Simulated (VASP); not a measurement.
A run of VASP 6.6.1:

The input INCAR:

```
PREC     = Accurate       # precision mode
ENCUT    = 520            # plane-wave cutoff, eV
EDIFF    = 1E-6           # SCF threshold, eV
ISMEAR   = 0              # smearing method
SIGMA    = 0.05           # smearing width, eV
LREAL    = False          # projectors in reciprocal space
LASPH    = True           # aspherical terms in the spheres
NELM     = 150            # most SCF steps
ALGO     = Normal         # electronic algorithm
ISIF     = 2              # what is computed and relaxed
LWAVE    = False          # write WAVECAR
LCHARG   = True           # write CHGCAR
ISPIN    = 2              # spin polarisation
MAGMOM   = 0 0 0 0 0 0 2  # initial moments
LORBIT   = 11             # projections on sites
LDIPOL   = True         
IDIPOL   = 3            
DIPOL    = 0.5 0.5 0.329
GGA      = PE             # functional
LELF     = True           # ELF
LVHAR    = True         
LVACPOTAV= True         
NBANDS   = 28             # bands
```

Contents of KPOINTS:

```
regular mesh
0
Gamma
  7 5 1
```

POSCAR

```
Si6S
1.0
    3.8675355695      0.0000000000      0.0000000000
    0.0000000000      5.4695212554      0.0000000000
    0.0000000000      0.0000000000     19.2238421361
Si S
6 1
Direct
    0.5000000000      0.0000000000      0.2080749505
    0.0000000000      0.2500000000      0.2080749505
    0.0000000000      0.5024402202      0.3062860998
    0.5000000000      0.7475597798      0.3062860998
    0.5000000000      0.0098635024      0.4017845174
    0.0000000000      0.2401364976      0.4017845174
    0.8333333333      0.5098635024      0.4717086909
```

Potentials or basis: VASP PAW PBE potentials, release 64 (Si, S).

The run is started by

```bash
$ cat potpaw_PBE.64/Si/POTCAR potpaw_PBE.64/S/POTCAR > POTCAR
$ mpirun -np 1 vasp_std > vasp.out
```

Hardware: 1 thread of Intel(R) Xeon(R) Platinum 8488C (Sapphire Rapids), on a shared host.

**Question.** Estimate the wall time of this run.

**Answer.** Wall time 14 min on 1 thread of Intel(R) Xeon(R) Platinum 8488C (Sapphire Rapids), with other jobs on the host, peak memory 0.75 GiB. Counts: scf iterations 33, k points 18.
